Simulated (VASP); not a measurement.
Sn2PbO3:

```
Sn Pb O
1.0
     3.90347    0.00000    0.00000
     0.00000    3.90347    0.00000
     0.00000    0.00000   15.00587
Sn Pb O
4 2 6
Direct
  0.00000 0.50000 0.91179
  0.00000 0.50000 0.57846
  0.50000 0.00000 0.08821
  0.50000 0.00000 0.42154
  0.00000 0.50000 0.24512
  0.50000 0.00000 0.75488
  0.50000 0.50000 0.83333
  0.50000 0.50000 0.16667
  0.50000 0.50000 0.50000
  0.00000 0.00000 0.83333
  0.00000 0.00000 0.16667
  0.00000 0.00000 0.50000
```

| Quantity | Value |
| --- | --- |
| Program | VASP 6.6.1 |
| Task | relaxation of cell and atoms |
| Functional | PBE |
| Potentials or basis | VASP PAW PBE potentials, release 64 (Sn_d, Pb_d, O) |
| Cutoff | 600 eV |
| k mesh | 4 × 4 × 1 |
| Occupations | gaussian, width 0.1 eV |
| Spin | no spin polarisation |

At the start: pressure 1.6 GPa; volume 19.05 Å³/atom.

Question: How do energy, volume and symmetry change on relaxing?

Answer: Over 9 steps the energy falls by 12.6 meV/atom and the volume is 20.03 Å³/atom (+5.1 %); space group P4/nmm (No. 129, to 0.1 Å) before and after.

The path:
```
step  energy change (eV)  largest force (eV/Å)  pressure (GPa)  volume (Å³)
   1              0.0000                0.9744            1.57       228.65
   2             -0.1023                0.4898           -0.97       234.89
   3             -0.1112                0.4615           -0.45       233.47
   4             -0.1245                0.1101            0.54       232.38
   5             -0.1248                0.1200            0.42       232.51
   6             -0.1310                0.1061            0.25       233.83
   7             -0.1346                0.1440            0.03       235.81
   8             -0.1404                0.1042            0.00       236.94
   9             -0.1514                0.0190           -0.07       240.31
```

Final structure:
```
CELL_PARAMETERS angstrom
3.93602 0.00000 0.00000
0.00000 3.93602 0.00000
0.00000 0.00000 15.51155
ATOMIC_POSITIONS crystal
Sn 0.00000 0.50000 0.90904
Sn 0.00000 0.50000 0.57340
Sn 0.50000 0.00000 0.09096
Sn 0.50000 0.00000 0.42660
Pb 0.00000 0.50000 0.24412
Pb 0.50000 0.00000 0.75588
O 0.50000 0.50000 0.83596
O 0.50000 0.50000 0.16404
O 0.50000 0.50000 0.50000
O 0.00000 0.00000 0.83596
O 0.00000 0.00000 0.16404
O 0.00000 0.00000 0.50000
```
